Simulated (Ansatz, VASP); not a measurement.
CdSiN2 in VASP and in Ansatz

```
Cd N Si
1.0
     3.08935    0.00000    0.00000
     0.00000    3.08935    0.00000
     0.00000    0.00000   10.31588
Cd N Si
2 4 2
Direct
  0.50000 0.00000 0.86162
  0.00000 0.50000 0.13838
  0.50000 0.50000 0.00000
  0.00000 0.00000 0.32471
  0.50000 0.50000 0.50000
  0.00000 0.00000 0.67529
  0.50000 0.00000 0.39568
  0.00000 0.50000 0.60432
```

Alike in both runs: task single point; functional r2SCAN; k mesh 8 × 8 × 2; occupations fermi-dirac, width 0.02 eV; no spin polarisation.

|  | VASP | Ansatz |
| --- | --- | --- |
| version | VASP 6.6.1 | Ansatz 0.2.0 |
| potentials or method | VASP PAW PBE potentials, release 64 (Cd, N, Si) | plane waves, PAW |
| plane-wave cutoff (eV) | 520 | 500 |
| valence electrons in the cell | 52 | 68 |

Ansatz gave:

- pressure (GPa): 0.0
- rms of the force components (eV/Å): 0.001

What did VASP give for the same quantities?

Pressure (GPa): 1.0; rms of the force components (eV/Å): 0.047.

VASP's potentials were made for PBE, not for r2SCAN. VASP's potentials hold 52 valence electrons a cell and Ansatz's 68, so a difference there can come from the potentials and not from the codes.
